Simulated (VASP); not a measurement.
# OsO2F2 (Os(O)2(F)2) in VASP: single point with PBE

Aim: the single point of OsO2F2 (Os(O)2(F)2) with PBE.

Program: VASP 6.6.1. These are calculated values, not measurements. Logs are shortened: lines on timing, memory, paths and dates and some standing lists are left out, and cuts for length are marked.

## (1) The cell of the first run

The cell holds a molecule in a box, 5 atoms: a = 10.940 Å, b = 10.940 Å, c = 11.430 Å, α = 90.00°, β = 90.00°, γ = 90.00°.

## (2) Single point, PBE, collinear spin, ferromagnetic start

File INCAR:

```
PREC = Accurate
ENCUT = 520
EDIFF = 1E-6
ISMEAR = 0
SIGMA = 0.01
LREAL = F
LASPH = T
NELM = 150
ALGO = Normal
ISIF = 2
LWAVE = F
LCHARG = F
ISPIN = 2
MAGMOM = 2 0 0 0 0
LORBIT = 11
LMAXMIX = 4
GGA = PE
NBANDS = 29
```

File KPOINTS:

```
Automatic mesh
0
Gamma
  1 1 1
```

File POSCAR:

```
OsO2F2
1.0
   10.9400000000      0.0000000000      0.0000000000
    0.0000000000     10.9400000000      0.0000000000
    0.0000000000      0.0000000000     11.4300000000
Os O F
1 2 2
Direct
    0.5001636200      0.5001636200      0.5150253700
    0.5889936000      0.5889936000      0.6064085700
    0.4113345500      0.4113345500      0.6064085700
    0.5830667300      0.4172605100      0.3937007900
    0.4172605100      0.5830667300      0.3937007900
```

Potentials or basis: VASP PAW PBE potentials, release 64 (Os, O, F).

Started as:

```sh
$ cat potpaw_PBE.64/Os/POTCAR potpaw_PBE.64/O/POTCAR potpaw_PBE.64/F/POTCAR > POTCAR
$ mpirun -np 1 vasp_gam > vasp.out
```

OUTCAR:

```text
PREC = Accurate
   ENCUT = 520
   EDIFF = 1E-6
   ISMEAR = 0
   LREAL = F
   LASPH = T
   NELM = 150
   ISIF = 2
   ISPIN = 2
   LORBIT = 11
   GGA = PE

 ion  position               nearest neighbor table
   1  0.500  0.500  0.515-   3 1.73   2 1.73   4 1.89   5 1.89
   2  0.589  0.589  0.606-   1 1.73
   3  0.411  0.411  0.606-   1 1.73
   4  0.583  0.417  0.394-   1 1.89
   5  0.417  0.583  0.394-   1 1.89

  LATTYP: Found a simple tetragonal cell.
 ALAT       =    10.9400000000
 C/A-ratio  =     1.0447897623

  Lattice vectors:

 A1 = (  10.9400000000,   0.0000000000,   0.0000000000)
 A2 = (   0.0000000000,  10.9400000000,   0.0000000000)
 A3 = (   0.0000000000,   0.0000000000,  11.4300000000)

Analysis of symmetry for initial positions (statically):
=====================================================================
 Subroutine PRICEL returns:
 Original cell was already a primitive cell.

 Routine SETGRP: Setting up the symmetry group for a
 simple tetragonal supercell.

 Subroutine GETGRP returns: Found  4 space group operations
 (whereof  2 operations were pure point group operations)
 out of a pool of 16 trial point group operations.

The static configuration has the point symmetry C_1h.
 The point group associated with its full space group is C_2v.

Analysis of symmetry for dynamics (positions and initial velocities):
=====================================================================
 Subroutine PRICEL returns:
 Original cell was already a primitive cell.

 Routine SETGRP: Setting up the symmetry group for a
 simple tetragonal supercell.

 Subroutine GETGRP returns: Found  4 space group operations
 (whereof  2 operations were pure point group operations)
 out of a pool of 16 trial point group operations.

The dynamic configuration has the point symmetry C_1h.
 The point group associated with its full space group is C_2v.

Analysis of structural, dynamic, and magnetic symmetry:
=====================================================================
 Subroutine PRICEL returns:
 Original cell was already a primitive cell.

 Routine SETGRP: Setting up the symmetry group for a
 simple tetragonal supercell.

 Subroutine GETGRP returns: Found  4 space group operations
 (whereof  2 operations were pure point group operations)
 out of a pool of 16 trial point group operations.

The overall configuration has the point symmetry C_1h.
 The point group associated with its full space group is C_2v.

 Subroutine INISYM returns: Found  4 space group operations
 (whereof  2 operations are pure point group operations),
 and found     1 'primitive' translations

----------------------------------------------------------------------------------------

                                     Primitive cell

  volume of cell :    1367.9835

  direct lattice vectors                    reciprocal lattice vectors
    10.940000000  0.000000000  0.000000000     0.091407678  0.000000000  0.000000000
     0.000000000 10.940000000  0.000000000     0.000000000  0.091407678  0.000000000
     0.000000000  0.000000000 11.430000000     0.000000000  0.000000000  0.087489064

  length of vectors
    10.940000000 10.940000000 11.430000000     0.091407678  0.091407678  0.087489064

  position of ions in fractional coordinates (direct lattice)
     0.500163620  0.500163620  0.515025370
     0.588993600  0.588993600  0.606408570
     0.411334550  0.411334550  0.606408570
     0.583066730  0.417260510  0.393700790
     0.417260510  0.583066730  0.393700790

  ion indices of the primitive-cell ions
   primitive index   ion index
                 1           1
                 2           2
                 3           3
                 4           4
                 5           5

----------------------------------------------------------------------------------------

 KPOINTS: Automatic mesh

Automatic generation of k-mesh.
 Grid dimensions read from file:
 generate k-points for:    1    1    1

 Generating k-lattice:

  Cartesian coordinates                     Fractional coordinates (reciprocal lattice)
     0.091407678  0.000000000  0.000000000     1.000000000  0.000000000  0.000000000
     0.000000000  0.091407678  0.000000000     0.000000000  1.000000000  0.000000000
     0.000000000  0.000000000  0.087489064     0.000000000  0.000000000  1.000000000

  Length of vectors
     0.091407678  0.091407678  0.087489064

  Shift w.r.t. Gamma in fractional coordinates (k-lattice)
     0.000000000  0.000000000  0.000000000

 Subroutine IBZKPT returns following result:
 ===========================================

 Found      1 irreducible k-points:

 Following reciprocal coordinates:
            Coordinates               Weight
  0.000000  0.000000  0.000000      1.000000
   k-points           NKPTS =      1   k-points in BZ     NKDIM =      1   number of bands    NBANDS=     29
   number of dos      NEDOS =    301   number of ions     NIONS =      5
   total plane-waves  NPLWV = 635040
   dimension x,y,z NGX =    84 NGY =   84 NGZ =   90
   dimension x,y,z NGXF=   168 NGYF=  168 NGZF=  180
   ions per type =               1   2   2
   NGX,Y,Z   is equivalent  to a cutoff of  12.76, 12.76, 13.09 a.u.
   NGXF,Y,Z  is equivalent  to a cutoff of  25.53, 25.53, 26.18 a.u.
 SYSTEM =  unknown system
   PREC   = accura    normal or accurate (medium, high low for compatibility)
   ISTART =      0    job   : 0-new  1-cont  2-samecut
   ICHARG =      2    charge: 1-file 2-atom 10-const
   ISPIN  =      2    spin polarized calculation?
   LNONCOLLINEAR =      F non collinear calculations
   LSORBIT =      F    spin-orbit coupling
   LASPH  =      T    aspherical Exc in radial PAW
   ENCUT  =  520.0 eV  38.22 Ry    6.18 a.u.  20.34 20.34 21.25*2*pi/ulx,y,z
   NELM   =    150;   NELMIN=  2; NELMDL= -5     # of ELM steps
   EDIFF  = 0.1E-05   stopping-criterion for ELM
   LREAL  =      F    real-space projection
   EDIFFG = 0.1E-04   stopping-criterion for IOM
   NSW    =      0    number of steps for IOM
   IBRION =     -1    ionic relax: 0-MD 1-quasi-New 2-CG
   NFREE  =      0    steps in history (QN), initial steepest desc. (CG)
   ISIF   =      2    stress and relaxation
   ISYM   =      2    0-nonsym 1-usesym 2-fastsym
   POTIM  = 0.5000    time-step for ionic-motion
   TEBEG  =    0.0;   TEEND  =   0.0 temperature during run
   PSTRESS=    0.0 pullay stress
   NELECT =      34.0000    total number of electrons
   NUPDOWN=      -1.0000    fix difference up-down
   EMIN   =  10.00;   EMAX   =-10.00  energy-range for DOS
   EFERMI =   0.00;   METHOD = LEGACY
   ISMEAR =     0;   SIGMA  =   0.01  broadening in eV -4-tet -1-fermi 0-gaus
   EFERMI_NEDOS =   21; number of points for ismear=-14 and -15
   IALGO  =     38    algorithm
   IMIX   =      4    mixing-type and parameters
     AMIX     =   0.40;   BMIX     =  1.00
     AMIX_MAG =   1.60;   BMIX_MAG =  1.00
  volume/ion in A,a.u.               =     273.60      1846.32
  Fermi-wavevector in a.u.,A,eV,Ry     =   0.477757  0.902831  3.105560  0.228252
  Thomas-Fermi vector in A             =   1.473865
   LORBIT       =     11    0 simple, 1 ext, 2 COOP (PROOUT), +10 PAW based schemes
   GGA     = PE    functional components
   LHFCALC =     F    Hartree Fock is set to
   AEXX    =    0.0000 exact exchange contribution
   IVDW    =     0    specifies the selected vdW correction
   LEPSILON=     F    determine dielectric tensor
   LRPA    =     F    only Hartree local field effects (RPA)
 spin polarized calculation
 Gauss-broadening in eV      SIGMA  =   0.01
  energy-cutoff  :      520.00
  volume of cell :     1367.98
 maximum number of plane-waves:     18438
 NGX is ok and might be reduce to    84
   NGX = 41   NGY = 41   NGZ = 43

 number of electron      34.0000009 magnetization       0.4408156

 number of electron      34.0000009 magnetization      -1.9999938

 Free energy of the ion-electron system (eV)
  ---------------------------------------------------
  ext. energy  EPLUGINS =         0.00000000
  ---------------------------------------------------
  free energy    TOTEN  =       -29.78775235 eV

  energy without entropy =      -29.78775235  energy(sigma->0) =      -29.78775235

 E-fermi :  -5.6971     XC(G=0):  -0.9566

 val. band max:       -5.7952784764   @ k =   0.0000   0.0000   0.0000
 cond. band min:      -5.6096368682   @ k =   0.0000   0.0000   0.0000
 fundamental gap:      0.1856416082
 Fermi energy:        -5.6971178478

 spin component 1

 k-point     1 :       0.0000    0.0000    0.0000
  band No.  band energies     occupation
      1     -29.6500      1.00000
      2     -29.4779      1.00000
      3     -24.5263      1.00000
      4     -24.3552      1.00000
      5     -12.8984      1.00000
      6     -12.8745      1.00000
      7     -12.2468      1.00000
      8     -11.6846      1.00000
      9     -11.4153      1.00000
     10     -11.3825      1.00000
     11     -10.2036      1.00000
     12      -9.9057      1.00000
     13      -9.8971      1.00000
     14      -9.5336      1.00000
     15      -9.2482      1.00000
     16      -8.5051      1.00000
     17      -5.6096      0.00000
     18      -4.6569      0.00000
     19      -3.8534      0.00000
     20      -3.6985      0.00000
     21      -2.7116      0.00000
     22      -0.9554      0.00000
     23       0.6120      0.00000
     24       0.6729      0.00000
     25       0.8584      0.00000
     26       0.8694      0.00000
     27       1.2133      0.00000
     28       1.2237      0.00000
     29       2.0251      0.00000
 Fermi energy:        -5.6971178478

 spin component 2

 k-point     1 :       0.0000    0.0000    0.0000
  band No.  band energies     occupation
      1     -29.8300      1.00000
      2     -29.6582      1.00000
      3     -24.9035      1.00000
      4     -24.7388      1.00000
      5     -13.1428      1.00000
      6     -13.0925      1.00000
      7     -12.5688      1.00000
      8     -12.3090      1.00000
      9     -12.1419      1.00000
     10     -11.6076      1.00000
     11     -10.3901      1.00000
     12     -10.3040      1.00000
     13     -10.1936      1.00000
     14      -9.9559      1.00000
     15      -9.7451      1.00000
     16      -8.7076      1.00000
     17      -6.8137      1.00000
     18      -5.7953      1.00000
     19      -4.4163      0.00000
     20      -4.1154      0.00000
     21      -3.1070      0.00000
     22      -1.1121      0.00000
     23       0.4980      0.00000
     24       0.5487      0.00000
     25       0.7999      0.00000
     26       0.8051      0.00000
     27       1.1690      0.00000
     28       1.1711      0.00000
     29       1.9472      0.00000

------------------------ aborting loop because EDIFF is reached ----------------------------------------

  FORCE on cell =-STRESS in cart. coord.  units (eV):
  Direction    XX          YY          ZZ          XY          YZ          ZX
  --------------------------------------------------------------------------------------
  -------------------------------------------------------------------------------------
  Total        0.1102084      0.1102084      0.0705807      0.0961072      0.0000000      0.0000000
  in kB        0.1290756      0.1290756      0.0826638      0.1125604      0.0000000      0.0000000
  external PRESSURE =       0.1136050 kB  Pullay stress =       0.0000000 kB

 VOLUME and BASIS-vectors are now :
 -----------------------------------------------------------------------------
  energy-cutoff  :      520.00
  volume of cell :     1367.98
      direct lattice vectors                 reciprocal lattice vectors
    10.940000000  0.000000000  0.000000000     0.091407678  0.000000000  0.000000000
     0.000000000 10.940000000  0.000000000     0.000000000  0.091407678  0.000000000
     0.000000000  0.000000000 11.430000000     0.000000000  0.000000000  0.087489064

 POSITION                                       TOTAL-FORCE (eV/Angst)
 -----------------------------------------------------------------------------------
      5.47179      5.47179      5.88674         0.000000      0.000000     -0.098721
      6.44359      6.44359      6.93125         0.091425      0.091425      0.072782
      4.50000      4.50000      6.93125        -0.091425     -0.091425      0.072782
      6.37875      4.56483      4.50000         0.045740     -0.045740     -0.023421
      4.56483      6.37875      4.50000        -0.045740      0.045740     -0.023421
 -----------------------------------------------------------------------------------
    total drift:                               -0.012567     -0.012567      0.000449

  FREE ENERGIE OF THE ION-ELECTRON SYSTEM (eV)
  ---------------------------------------------------
  free  energy   TOTEN  =       -29.7877523486 eV

  energy  without entropy=      -29.7877523486  energy(sigma->0) =      -29.78775235

 total charge

# of ion       s       p       d       tot
------------------------------------------
    1        0.700   0.895   5.979   7.573
    2        1.604   3.299   0.000   4.903
    3        1.604   3.299   0.000   4.903
    4        1.748   4.281   0.000   6.029
    5        1.748   4.281   0.000   6.029
--------------------------------------------------
tot          7.403  16.055   5.979  29.437

 magnetization (x)

# of ion       s       p       d       tot
------------------------------------------
    1       -0.068  -0.024  -1.087  -1.179
    2       -0.003  -0.210   0.000  -0.213
    3       -0.003  -0.210   0.000  -0.213
    4       -0.001  -0.093   0.000  -0.095
    5       -0.001  -0.093   0.000  -0.095
--------------------------------------------------
tot         -0.076  -0.630  -1.087  -1.794
```

Run time: 9.1 min. Hardware: 1 thread of AMD EPYC 7R43 (Zen 3), shared host; peak memory 1.5 GiB.

Results:

```
Free energy                                           : -29.7878 eV
Largest force                                         : 0.148 eV/Å
Gap between the frontier levels                       : 0.19 eV
Net moment                                            : -2.00 μB per cell
Site moments                                          : Os -1.18; O -0.21; F -0.10 μB
Valence electrons inside the program's atomic spheres : Os 7.57; O 4.90; F 6.03
```

Forces in eV/Å, atoms in the order of the input:
```
Os   0.000  0.000 -0.099
O    0.091  0.091  0.073
O   -0.091 -0.091  0.073
F    0.046 -0.046 -0.023
F   -0.046  0.046 -0.023
```

Caveat: spin-orbit coupling is left out, which moves the levels of the heavy elements.
